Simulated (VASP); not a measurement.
# Pb in VASP: relaxation of the atoms with PBE

Aim: the relaxation of the atoms of Pb with PBE.

All numbers are computed with VASP 6.6.1; they aren't measurements. Logs are shortened: lines on timing, memory, paths and dates and some standing lists are left out, and cuts for length are marked.

**1. The cell of the first run**

The cell holds a slab with vacuum, 3 atoms: a = 3.565 Å, b = 3.565 Å, c = 19.041 Å, α = 90.00°, β = 90.00°, γ = 90.00°.

**2. Relaxation of the atoms, PBE**

The input, INCAR:

```
ALGO = Normal
DIPOL = 0.5 0.5 0.500
EDIFF = 1E-6
EDIFFG = -0.03
ENCUT = 520
GGA = PE
IBRION = 2
IDIPOL = 3
ISIF = 2
ISMEAR = 0
LASPH = True
LCHARG = False
LDIPOL = True
LREAL = False
LWAVE = False
NELM = 80
NSW = 70
PREC = Accurate
SIGMA = 0.1
```

The input, KPOINTS:

```
k-points
0
Gamma
  8 8 1
```

The input, POSCAR:

```
Pb
1.0
    3.5647511668      0.0000000000      0.0000000000
    0.0000000000      3.5647511668      0.0000000000
    0.0000000000      0.0000000000     19.0413194465
Pb
3
Selective dynamics
Direct
    0.5000000000      0.5000000000      0.3676215831  F F F
    0.0000000000      0.0000000000      0.5000000000  T T T
    0.5000000000      0.5000000000      0.6323784169  T T T
```

Potentials or basis: VASP PAW PBE potentials, release 64 (Pb_d).

Command:

```console
cat potpaw_PBE.64/Pb_d/POTCAR > POTCAR
mpirun -np 1 vasp_std > vasp.out
```

OUTCAR:

```text
EDIFF = 1E-6
   EDIFFG = -0.03
   ENCUT = 520
   GGA = PE
   IBRION = 2
   ISIF = 2
   ISMEAR = 0
   LASPH = True
   LREAL = False
   NELM = 80
   NSW = 70
   PREC = Accurate

 ion  position               nearest neighbor table
   1  0.500  0.500  0.368-   2 3.56   2 3.56   2 3.56   2 3.56
   2  0.000  0.000  0.500-   3 3.56   3 3.56   3 3.56   3 3.56   1 3.56   1 3.56   1 3.56   1 3.56

   3  0.500  0.500  0.632-   2 3.56   2 3.56   2 3.56   2 3.56

  LATTYP: Found a simple tetragonal cell.
 ALAT       =     3.5647511668
 C/A-ratio  =     5.3415564104

  Lattice vectors:

 A1 = (   3.5647511668,   0.0000000000,   0.0000000000)
 A2 = (   0.0000000000,   3.5647511668,   0.0000000000)
 A3 = (   0.0000000000,   0.0000000000,  19.0413194465)

Analysis of symmetry for initial positions (statically):
=====================================================================
 Subroutine PRICEL returns:
 Original cell was already a primitive cell.

 Routine SETGRP: Setting up the symmetry group for a
 simple tetragonal supercell.

 Subroutine GETGRP returns: Found 16 space group operations
 (whereof 16 operations were pure point group operations)
 out of a pool of 16 trial point group operations.

The static configuration has the point symmetry D_4h.

Analysis of symmetry for dynamics (positions and initial velocities):
=====================================================================
 Subroutine PRICEL returns:
 Original cell was already a primitive cell.

 Routine SETGRP: Setting up the symmetry group for a
 simple tetragonal supercell.

 Subroutine GETGRP returns: Found 16 space group operations
 (whereof 16 operations were pure point group operations)
 out of a pool of 16 trial point group operations.

The dynamic configuration has the point symmetry D_4h.

Analysis of constrained symmetry for selective dynamics:
=====================================================================
 Subroutine PRICEL returns:
 Original cell was already a primitive cell.

 Routine SETGRP: Setting up the symmetry group for a
 simple tetragonal supercell.

 Subroutine GETGRP returns: Found  8 space group operations
 (whereof  8 operations were pure point group operations)
 out of a pool of 16 trial point group operations.

The constrained configuration has the point symmetry C_4v.

 Subroutine INISYM returns: Found  8 space group operations
 (whereof  8 operations are pure point group operations),
 and found     1 'primitive' translations

----------------------------------------------------------------------------------------

                                     Primitive cell

  volume of cell :     241.9666

  direct lattice vectors                    reciprocal lattice vectors
     3.564751167  0.000000000  0.000000000     0.280524489  0.000000000  0.000000000
     0.000000000  3.564751167  0.000000000     0.000000000  0.280524489  0.000000000
     0.000000000  0.000000000 19.041319447     0.000000000  0.000000000  0.052517369

  length of vectors
     3.564751167  3.564751167 19.041319447     0.280524489  0.280524489  0.052517369

  position of ions in fractional coordinates (direct lattice)
     0.500000000  0.500000000  0.367621583
     0.000000000  0.000000000  0.500000000
     0.500000000  0.500000000  0.632378417

  ion indices of the primitive-cell ions
   primitive index   ion index
                 1           1
                 2           2
                 3           3

----------------------------------------------------------------------------------------

 KPOINTS: k-points

Automatic generation of k-mesh.
 Grid dimensions read from file:
 generate k-points for:    8    8    1

[... 47 lines left out ...]
   ISPIN  =      1    spin polarized calculation?
   LNONCOLLINEAR =      F non collinear calculations
   LSORBIT =      F    spin-orbit coupling
   LASPH  =      T    aspherical Exc in radial PAW
   ENCUT  =  520.0 eV  38.22 Ry    6.18 a.u.   6.63  6.63 35.40*2*pi/ulx,y,z
   NELM   =     80;   NELMIN=  2; NELMDL= -5     # of ELM steps
   EDIFF  = 0.1E-05   stopping-criterion for ELM
   LREAL  =      F    real-space projection
   EDIFFG = -.3E-01   stopping-criterion for IOM
   NSW    =     70    number of steps for IOM
   IBRION =      2    ionic relax: 0-MD 1-quasi-New 2-CG
   NFREE  =      1    steps in history (QN), initial steepest desc. (CG)
   ISIF   =      2    stress and relaxation
   ISYM   =      2    0-nonsym 1-usesym 2-fastsym
   POTIM  = 0.5000    time-step for ionic-motion
   TEBEG  =    0.0;   TEEND  =   0.0 temperature during run
   PSTRESS=    0.0 pullay stress
   NELECT =      42.0000    total number of electrons
   NUPDOWN=      -1.0000    fix difference up-down
   EMIN   =  10.00;   EMAX   =-10.00  energy-range for DOS
   EFERMI =   0.00;   METHOD = LEGACY
   ISMEAR =     0;   SIGMA  =   0.10  broadening in eV -4-tet -1-fermi 0-gaus
   EFERMI_NEDOS =   21; number of points for ismear=-14 and -15
   IALGO  =     38    algorithm
   IMIX   =      4    mixing-type and parameters
     AMIX     =   0.40;   BMIX     =  1.00
     AMIX_MAG =   1.60;   BMIX_MAG =  1.00
  volume/ion in A,a.u.               =      80.66       544.29
  Fermi-wavevector in a.u.,A,eV,Ry     =   0.913214  1.725725 11.346723  0.833961
  Thomas-Fermi vector in A             =   2.037700
   LORBIT       =      0    0 simple, 1 ext, 2 COOP (PROOUT), +10 PAW based schemes
   GGA     = PE    functional components
   LHFCALC =     F    Hartree Fock is set to
   AEXX    =    0.0000 exact exchange contribution
   IVDW    =     0    specifies the selected vdW correction
   LEPSILON=     F    determine dielectric tensor
   LRPA    =     F    only Hartree local field effects (RPA)
 conjugate gradient relaxation of ions
 non-spin polarized calculation
 Gauss-broadening in eV      SIGMA  =   0.10
  energy-cutoff  :      520.00
  volume of cell :      241.97
 maximum number of plane-waves:      6567
 NGX is ok and might be reduce to    28
   NGX = 13   NGY = 13   NGZ = 71

--------------------------------------- Ionic step        1  -------------------------------------------

 number of electron      42.0000016 magnetization

 Free energy of the ion-electron system (eV)
  ---------------------------------------------------
  ext. energy  EPLUGINS =         0.00000000
  ---------------------------------------------------
  free energy    TOTEN  =       -10.07885663 eV

  energy without entropy =      -10.06610103  energy(sigma->0) =      -10.07247883

------------------------ aborting loop because EDIFF is reached ----------------------------------------

  FORCE on cell =-STRESS in cart. coord.  units (eV):
  Direction    XX          YY          ZZ          XY          YZ          ZX
  --------------------------------------------------------------------------------------
  -------------------------------------------------------------------------------------
  Total       -1.5884447     -1.5884447     -0.9369048      0.0000000      0.0000000     -0.0000000
  in kB      -10.5178559    -10.5178559     -6.2036970      0.0000000      0.0000000     -0.0000000
  external PRESSURE =      -9.0798029 kB  Pullay stress =       0.0000000 kB
[... 92 lines left out ...]
  FREE ENERGIE OF THE ION-ELECTRON SYSTEM (eV)
  ---------------------------------------------------
  free  energy   TOTEN  =       -10.0842064135 eV

  energy  without entropy=      -10.0716823525  energy(sigma->0) =      -10.07794438

[... ionic steps 4 to 7 ...]

--------------------------------------- Ionic step        8  -------------------------------------------

 number of electron      42.0000013 magnetization

------------------------ aborting loop because EDIFF is reached ----------------------------------------
[... 34 lines left out ...]
 number of electron      42.0000011 magnetization

------------------------ aborting loop because EDIFF is reached ----------------------------------------

 vacuum level on the upper side and lower side of the slab       (xc-potential included)        -0.026         0.012

  FORCE on cell =-STRESS in cart. coord.  units (eV):
  Direction    XX          YY          ZZ          XY          YZ          ZX
  --------------------------------------------------------------------------------------
  -------------------------------------------------------------------------------------
  Total       -0.6022046     -0.6022046      0.1836694      0.0000000      0.0000000      0.0000000
  in kB       -3.9874860     -3.9874860      1.2161633      0.0000000      0.0000000      0.0000000
  external PRESSURE =      -2.2529362 kB  Pullay stress =       0.0000000 kB
[... 18 lines left out ...]
  FREE ENERGIE OF THE ION-ELECTRON SYSTEM (eV)
  ---------------------------------------------------
  free  energy   TOTEN  =       -10.0975902368 eV

  energy  without entropy=      -10.0869802375  energy(sigma->0) =      -10.09228524

 dipolmoment           0.000000      0.000000     -0.002756 electrons x Angstroem

--------------------------------------- Ionic step       10  -------------------------------------------

 number of electron      42.0000010 magnetization

 dipolmoment           0.000000      0.000000      0.000202 electrons x Angstroem

 Free energy of the ion-electron system (eV)
  ---------------------------------------------------
  ext. energy  EPLUGINS =         0.00000000
  ---------------------------------------------------
  free energy    TOTEN  =       -10.10094076 eV

  energy without entropy =      -10.08969549  energy(sigma->0) =      -10.09531813

 E-fermi :   0.4208     XC(G=0):  -4.7386

 val. band max:        0.2683249549   @ k =   0.2500   0.0000   0.0000
 cond. band min:       0.4336892959   @ k =   0.3750   0.0000   0.0000
 fundamental gap:      0.1653643409
 Fermi energy:         0.4208181653

 k-point     1 :       0.0000    0.0000    0.0000
  band No.  band energies     occupation
      1     -16.7317      2.00000
      2     -16.7040      2.00000
      3     -16.6952      2.00000
      4     -16.6587      2.00000
      5     -16.6100      2.00000
      6     -16.6100      2.00000
[... 409 lines left out ...]
     24       1.3900      0.00000
     25       1.5808      0.00000

------------------------ aborting loop because EDIFF is reached ----------------------------------------

 vacuum level on the upper side and lower side of the slab       (xc-potential included)        -0.257        -0.233

  FORCE on cell =-STRESS in cart. coord.  units (eV):
  Direction    XX          YY          ZZ          XY          YZ          ZX
  --------------------------------------------------------------------------------------
  -------------------------------------------------------------------------------------
  Total       -0.8255726     -0.8255726     -0.0891071      0.0000000      0.0000000      0.0000000
  in kB       -5.4665128     -5.4665128     -0.5900206      0.0000000      0.0000000      0.0000000
  external PRESSURE =      -3.8410154 kB  Pullay stress =       0.0000000 kB
[... 18 lines left out ...]
  FREE ENERGIE OF THE ION-ELECTRON SYSTEM (eV)
  ---------------------------------------------------
  free  energy   TOTEN  =       -10.1009407618 eV

  energy  without entropy=      -10.0896954887  energy(sigma->0) =      -10.09531813

 reached required accuracy - stopping structural energy minimisation

 vacuum level on the upper side and lower side of the slab         3.907         3.927
```

Run time: 21 min. Hardware: 1 thread of Oxide Virtual Turin-like, shared host; peak memory 0.32 GiB.

What came out:

```
Free energy               : -10.1009 eV
Energy gained by relaxing : 7.4 meV/atom
Ionic steps               : 10
Band gap on the k mesh    : zero (bands 21 and 22 overlap by 3.37 eV)
```

The path:
```
step  energy change (eV)  largest force on free atoms (eV/Å)  pressure (GPa)
   1              0.0000                              0.1780           -0.91
   2             -0.0015                              0.1671           -0.88
   3             -0.0053                              0.1337           -0.83
   4             -0.0104                              0.1112           -0.71
   5             -0.0079                              0.2808           -0.44
   6             -0.0116                              0.1646           -0.62
   7             -0.0144                              0.1408           -0.58
   8             -0.0204                              0.0630           -0.48
   9             -0.0187                              0.1211           -0.23
  10             -0.0221                              0.0101           -0.38
```

Final structure:
```
Pb
1.0
     3.56475    0.00000    0.00000
     0.00000    3.56475    0.00000
     0.00000    0.00000   19.04132
Pb
3
Direct
  0.50000 0.50000 0.36762
  0.00000 0.00000 0.49396
  0.50000 0.50000 0.62043
```

Caveat: spin-orbit coupling is left out, which moves the levels of the heavy elements.
